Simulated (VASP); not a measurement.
Here is a VASP 6.6.1 calculation.

File POSCAR:

```
Ta
1.0
    2.9385392399      0.0000000000      0.0000000000
   -1.4692696200      2.5448496318      0.0000000000
    0.0000000000      0.0000000000      5.2342590858
Ta
2
Direct
    0.3333333333      0.6666666667      0.2500000000
    0.6666666667      0.3333333333      0.7500000000
```

INCAR.step1

```
ALGO     = Normal         # electronic algorithm
EDIFF    = 1E-4           # SCF threshold, eV
ENCUT    = 520            # plane-wave cutoff, eV
GGA      = PE             # functional
ISMEAR   = -1             # smearing method
LASPH    = T              # aspherical terms in the spheres
LCHARG   = F              # write CHGCAR
LREAL    = F              # projectors in reciprocal space
LWAVE    = T              # write WAVECAR
NBANDS   = 18             # bands
NELM     = 80             # most SCF steps
PREC     = Accurate       # precision mode
SIGMA    = 0.05           # smearing width, eV
```

File INCAR.step2:

```
ALGO     = Normal         # electronic algorithm
EDIFF    = 1E-7           # SCF threshold, eV
ENCUT    = 520            # plane-wave cutoff, eV
ISIF     = 2              # what is computed and relaxed
ISMEAR   = -1             # smearing method
ISTART   = 1            
LASPH    = T              # aspherical terms in the spheres
LCHARG   = T              # write CHGCAR
LELF     = T              # ELF
LMIXTAU  = T            
LREAL    = F              # projectors in reciprocal space
LVHAR    = T            
LWAVE    = F              # write WAVECAR
METAGGA  = R2SCAN         # meta-GGA
NBANDS   = 18             # bands
NELM     = 80             # most SCF steps
PREC     = Accurate       # precision mode
SIGMA    = 0.05           # smearing width, eV
```

Contents of KPOINTS:

```
k-points
0
Gamma
  11 11 5
```

Potentials or basis: VASP PAW PBE potentials, release 64 (Ta_pv).

The run is started by

```console
$ cat potpaw_PBE.64/Ta_pv/POTCAR > POTCAR
$ cp INCAR.step1 INCAR
$ mpirun -np 1 vasp_std > vasp.out
$ cp INCAR.step2 INCAR
$ mpirun -np 1 vasp_std > vasp.out
```

(1) Estimate the band gap on the k mesh.

(2) Predict the pressure.

Results:

(1) zero (band 11 reaches 5.90 eV, above the bottom of band 12 at 4.47 eV).

(2) -9.9 GPa.

Caveat: the PAW data sets were made with another functional, which shifts forces and pressure a little; spin-orbit coupling is left out, which moves the levels of the heavy elements.
